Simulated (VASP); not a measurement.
Runs of VASP 6.6.1 on InSe. The structure is that of space group C2/m (No. 12), or close to it. The cells are those of the table. 

| cell | gap on the mesh (eV) | pressure (GPa) | largest force (eV/Å) |
| --- | --- | --- | --- |
| a = 6.133, b = 6.133, c = 4.548 Å, angles 109.1, 109.1, 38.6°, 4 atoms | (c) | 5.9 | 1.01 |
| a = 6.197, b = 6.197, c = 4.595 Å, angles 109.1, 109.1, 38.6°, 4 atoms | (b) | 3.6 | 0.83 |
| a = 6.238, b = 6.238, c = 4.625 Å, angles 109.1, 109.1, 38.6°, 4 atoms | (a) | 2.3 | 0.74 |
| a = 6.259, b = 6.259, c = 4.641 Å, angles 109.1, 109.1, 38.6°, 4 atoms | 0.90 | 1.8 | 0.71 |

Alike in all rows: task electric field gradients; level PBE; potentials or basis VASP PAW PBE potentials, release 64 (In_d, Se); no spin polarisation; k mesh 7 × 7 × 6; cutoff (eV) 520; smearing fermi-dirac 0.02 eV.

Task: Estimate the missing entries.

Result: (a) 0.92; (b) 0.97; (c) 1.04.

Caveats: spin-orbit coupling is left out, which moves the levels of the heavy elements; an odd mesh through Γ misses points on the zone boundary, where band edges can lie; the cell stands under pressure (at least some runs); forces of over 1 eV/Å act on the atoms, so gaps and moduli don't describe the material at rest (at least some runs).

A k mesh can miss the band edges, and the runs leave out spin-orbit coupling on In, Se.
